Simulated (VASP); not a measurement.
Input of a VASP 6.6.1 run:

The input INCAR:

```
SYSTEM = Bi
PREC     = Accurate       ! precision mode
ENCUT    = 520            ! plane-wave cutoff, eV
EDIFF    = 1E-6           ! SCF threshold, eV
ISMEAR   = -1             ! smearing method
SIGMA    = 0.05           ! smearing width, eV
LREAL    = .False.        ! projectors in reciprocal space
LASPH    = .True.         ! aspherical terms in the spheres
NELM     = 100            ! most SCF steps
ALGO     = Normal         ! electronic algorithm
ISIF     = 2              ! what is computed and relaxed
LWAVE    = .False.        ! write WAVECAR
LCHARG   = .False.        ! write CHGCAR
GGA      = CA             ! functional
NBANDS   = 22             ! bands
```

The input KPOINTS:

```
regular mesh
0
Gamma
  8 8 4
  0 0 0
```

File POSCAR:

```
Bi
1.0
    3.1946090396      0.0000000000      0.0000000000
    0.0000000000      3.1781022620      0.0000000000
   -0.0793675179      0.0000000000      6.3567985340
Bi
2
Direct
    0.5442472500      0.0000000000      0.7495778900
    0.4557527500      0.0000000000      0.2504221100
```

Potentials or basis: VASP PAW LDA potentials, release 64 (Bi_d).

Run with:

```console
$ cat potpaw_LDA.64/Bi_d/POTCAR > POTCAR
$ mpirun -np 1 vasp_std > vasp.out
```

Task: Estimate the largest force.

Result: 0.009 eV/Å.

Task: Estimate the band gap on the k mesh.

Result: Zero (band 15 reaches 11.08 eV, above the bottom of band 16 at 4.54 eV).

Task: What does it give for the pressure?

Result: 0.6 GPa.

Stress tensor (GPa, compression positive):
```
 0.42  0.00 -0.14
 0.00  1.25  0.00
-0.14  0.00  0.16
```

Caveat: spin-orbit coupling is left out, which moves the levels of the heavy elements.
